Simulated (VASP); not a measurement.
MoS2: single point with revPBE+D4

The system is MoS2.

```
Mo S
1.0
     3.12588    0.00000    0.00000
    -1.56294    2.70709    0.00000
     0.00000    0.00000   11.67013
Mo S
2 4
Direct
  0.33333 0.66667 0.25000
  0.66667 0.33333 0.75000
  0.33333 0.66667 0.61567
  0.66667 0.33333 0.11567
  0.33333 0.66667 0.88433
  0.66667 0.33333 0.38433
```

```yaml
Program: VASP 6.6.1
Task: single point
Functional: revPBE
Dispersion: D4
Potentials_or_basis: VASP PAW PBE potentials, release 64 (Mo_sv, S)
Cutoff: 500 eV
k_mesh: 8 × 8 × 2
Occupations: gaussian, width 0.05 eV
Spin: collinear spin
Starting_moments: "[0.05, 0.05, 0.0, 0.0, 0.0, 0.0] μB"
```

| Quantity | Value |
| --- | --- |
| Pressure | 1.1 GPa |
| Largest force | 0.035 eV/Å |
| Band gap on the k mesh | 0.72 eV (least direct gap 1.99 eV) |
| Net moment | 0.00 μB per cell |
| Valence electrons inside the program's atomic spheres | Mo 12.52; S 3.73 |
| Dispersion energy per atom | -0.848 eV |

Forces on the atoms (eV/Å):
```
Mo   0.000  0.000  0.000
Mo   0.000  0.000  0.000
S    0.000  0.000  0.035
S    0.000  0.000  0.035
S    0.000  0.000 -0.035
S    0.000  0.000 -0.035
```

Stress tensor (GPa, compression positive):
```
1.16 0.00 0.00
0.00 1.16 0.00
0.00 0.00 1.08
```

Levels at points of the mesh, in eV from the valence-band top:
Spin up:
| k point | band 23 | band 24 | band 25 | band 26 | band 27 | band 28 | band 29 | band 30 |
| --- | --- | --- | --- | --- | --- | --- | --- | --- |
| (0.00, 0.00, 0.00) | -2.24 | -1.49 | -0.92 | 0.00 | 1.99 | 1.99 | 2.05 | 2.05 |
| (0.50, 0.00, 0.00) | -1.97 | -1.69 | -1.57 | -1.46 | 1.56 | 1.64 | 1.90 | 2.31 |
| (0.00, 0.00, 0.50) | -2.29 | -2.29 | -0.24 | -0.24 | 1.98 | 1.98 | 1.98 | 1.98 |
| (0.50, 0.00, 0.50) | -1.77 | -1.77 | -1.56 | -1.56 | 1.59 | 1.59 | 2.13 | 2.13 |
Spin down:
| k point | band 22 | band 23 | band 24 | band 25 | band 26 | band 27 | band 28 | band 29 | band 30 | band 31 |
| --- | --- | --- | --- | --- | --- | --- | --- | --- | --- | --- |
| (0.00, 0.00, 0.00) | -2.24 | -2.24 | -1.49 | -0.92 | 0.00 | 1.99 | 1.99 | 2.05 | 2.05 | 2.06 |
| (0.50, 0.00, 0.00) | -2.67 | -1.97 | -1.69 | -1.57 | -1.46 | 1.56 | 1.64 | 1.90 | 2.31 | 2.72 |
| (0.00, 0.00, 0.50) | -2.29 | -2.29 | -2.29 | -0.24 | -0.24 | 1.98 | 1.98 | 1.98 | 1.98 | 2.27 |
| (0.50, 0.00, 0.50) | -2.95 | -1.77 | -1.77 | -1.56 | -1.56 | 1.59 | 1.59 | 2.13 | 2.13 | 3.18 |

Run time: 3 min on 1 thread of Oxide Virtual Turin-like Processor (shared host), peak memory 0.27 GiB.

Caveat: the PAW data sets were made with another functional, which shifts forces and pressure a little. A k mesh can miss the band edges.
